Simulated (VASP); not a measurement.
**SiC: single point with r2SCAN**

Crystal: SiC.

```
CELL_PARAMETERS angstrom
0.00000 2.17805 2.23381
2.17805 0.00000 2.23381
2.17805 2.17805 0.00000
ATOMIC_POSITIONS crystal
Si 0.00000 0.00000 0.00000
C 0.25000 0.25000 0.25000
```

This cell differs from its parent crystal: uniaxial z strain +2.6%.

```
Program                : VASP 6.6.1
Task                   : single point
Functional             : r2SCAN
Potentials or basis    : VASP PAW PBE potentials, release 64 (Si, C)
Cutoff                 : 520 eV
k mesh                 : 10 × 10 × 10
Occupations            : gaussian, width 0.01 eV
Spin                   : no spin polarisation
Dipole correction      : no
Further INCAR settings : ALGO = Normal; EDIFF = 1e-06; NBANDS = 11
```

- Pressure: -5.6 GPa
- Band gap on the k mesh: 1.60 eV, indirect (least direct gap 5.00 eV)

Stress tensor (GPa, compression positive):
```
 -3.16   0.00   0.00
  0.00  -3.16   0.00
  0.00   0.00 -10.56
```

Levels at points of the mesh, in eV from the valence-band top:
```
           k point  band 1  band 2  band 3  band 4  band 5  band 6  band 7  band 8
(0.00, 0.00, 0.00)  -16.05   -0.18    0.00    0.00    6.46    7.59    7.59    7.66
(0.50, 0.00, 0.00)  -12.52   -8.75   -1.33   -1.00    5.63    7.46    7.77   10.75
(0.50, 0.50, 0.00)  -11.21   -8.25   -3.16   -3.16    1.84    4.97   14.83   14.83
(0.50, 0.00, 0.50)  -11.01   -7.93   -3.46   -3.42    1.60    4.52   14.32   15.13
```

It took 23 s on 1 thread of Intel(R) Xeon(R) 6975P-C (Granite Rapids), on a shared host, peak memory 0.15 GiB.

Caveat: the cell differs from its parent crystal (uniaxial z strain +2.6%); the PAW data sets were made with another functional, which shifts forces and pressure a little. A k mesh can miss the band edges.
